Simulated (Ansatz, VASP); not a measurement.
YbOs3: VASP beside Ansatz

Contents of INCAR:

```
SYSTEM = YbOs3
PREC = Accurate
ENCUT = 520
EDIFF = 1E-6
ISMEAR = 0
SIGMA = 0.15
LREAL = .FALSE.
LASPH = .TRUE.
NELM = 60
ALGO = Normal
ISIF = 2
LWAVE = .FALSE.
LCHARG = .FALSE.
GGA = PE
NBANDS = 32
```

File KPOINTS:

```
regular mesh
0
G
  8 8 8
  0 0 0
```

The input POSCAR:

```
YbOs3
1.0
    4.0126238335      0.0000000000      0.0000000000
    0.0000000000      4.0126238335      0.0000000000
    0.0000000000      0.0000000000      4.0126238335
Yb Os
1 3
Direct
    0.0000000000      0.0000000000      0.0000000000
    0.0000000000      0.5000000000      0.5000000000
    0.5000000000      0.5000000000      0.0000000000
    0.5000000000      0.0000000000      0.5000000000
```

Input for Ansatz:

```yaml
crystal:
  lattice:
    - [4.0126238335, 0.0, 0.0]
    - [0.0, 4.0126238335, 0.0]
    - [0.0, 0.0, 4.0126238335]
  atoms:
    - { symbol: Yb, position: [0.0, 0.0, 0.0] }
    - { symbol: Os, position: [0.0, 0.5, 0.5] }
    - { symbol: Os, position: [0.5, 0.5, 0.0] }
    - { symbol: Os, position: [0.5, 0.0, 0.5] }
basis:
  ecutwfc: 420
  ecutrho_ratio: 4
kpoints:
  mp_grid: { grid: [8, 8, 8] }
hamiltonian:
  xc: pbe
scf:
  occupations: { method: gaussian, width: 0.15 }
output:
  forces: true
  stress: true
```

Alike in both runs: task single point; functional PBE; k mesh 8 × 8 × 8; occupations gaussian, width 0.15 eV; no spin polarisation.

|  | VASP | Ansatz |
| --- | --- | --- |
| version | VASP 6.6.1 | Ansatz 0.2.0 |
| potentials or method | VASP PAW PBE potentials, release 64 (Yb, Os), cutoff 520 eV | scalar-relativistic, plane waves, PAW |
| valence electrons in the cell | 48 | 72 |

```tsv
	VASP	Ansatz	Ansatz less VASP
pressure (GPa)	0.7	0.1	-0.58
```

The functional is the same, so the differences come from potentials, cutoffs and numerics. VASP's potentials hold 48 valence electrons a cell and Ansatz's 72, so a difference there can come from the potentials and not from the codes.

Neither program's run includes spin-orbit coupling.
